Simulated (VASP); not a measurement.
# Pt12Cl: single point with PBE

Pt12Cl, a slab with vacuum:

```
Pt Cl
1.0
     5.61433    0.00000    0.00000
    -2.80716    4.86215    0.00000
     0.00000    0.00000   20.11927
Pt Cl
12 1
Direct
  0.33333 0.16667 0.19881
  0.33333 0.66667 0.19881
  0.83333 0.16667 0.19881
  0.83333 0.66667 0.19881
  0.16667 0.33333 0.31362
  0.16667 0.83333 0.31362
  0.66667 0.33333 0.31362
  0.66667 0.83333 0.31362
  0.00000 0.00000 0.42841
  0.00000 0.50000 0.42841
  0.50000 0.00000 0.42841
  0.50000 0.50000 0.42841
  0.00000 0.00000 0.54205
```

```yaml
Program: VASP 6.6.1
Task: single point
Functional: PBE
Potentials_or_basis: VASP PAW PBE potentials, release 64 (Pt, Cl)
Cutoff: 520 eV
k_mesh: 6 × 6 × 1
Occupations: gaussian, width 0.1 eV
Spin: no spin polarisation
```

The largest force is 0.457 eV/Å and the band gap on the k mesh is zero (an odd number of electrons rules out a gap without spin polarisation).

Forces in eV/Å, atoms in the order of the input:
```
Pt  -0.011 -0.006  0.113
Pt   0.000  0.000 -0.079
Pt   0.011 -0.006  0.113
Pt   0.000  0.012  0.113
Pt   0.000  0.042 -0.017
Pt   0.036 -0.021 -0.017
Pt   0.000  0.000 -0.006
Pt  -0.036 -0.021 -0.017
Pt   0.000  0.000  0.457
Pt   0.019  0.011 -0.210
Pt   0.000 -0.022 -0.210
Pt  -0.019  0.011 -0.210
Cl   0.000  0.000 -0.030
```

Levels at points of the mesh, in eV from the Fermi level:
```csv
k point,band 60,band 61,band 62,band 63,band 64,band 65,band 66,band 67,band 68,band 69
"(0.00, 0.00, 0.00)",0.20,0.34,0.44,0.44,0.53,0.56,0.56,0.59,1.18,1.37
"(0.50, 0.00, 0.00)",-0.61,-0.36,-0.28,-0.10,-0.03,0.03,0.18,0.25,0.54,1.75
```

Run time: 8.8 min on 1 thread of Intel(R) Xeon(R) 6975P-C (Granite Rapids), with other jobs on the host, peak memory 0.67 GiB.

Caveat: spin-orbit coupling is left out, which moves the levels of the heavy elements.
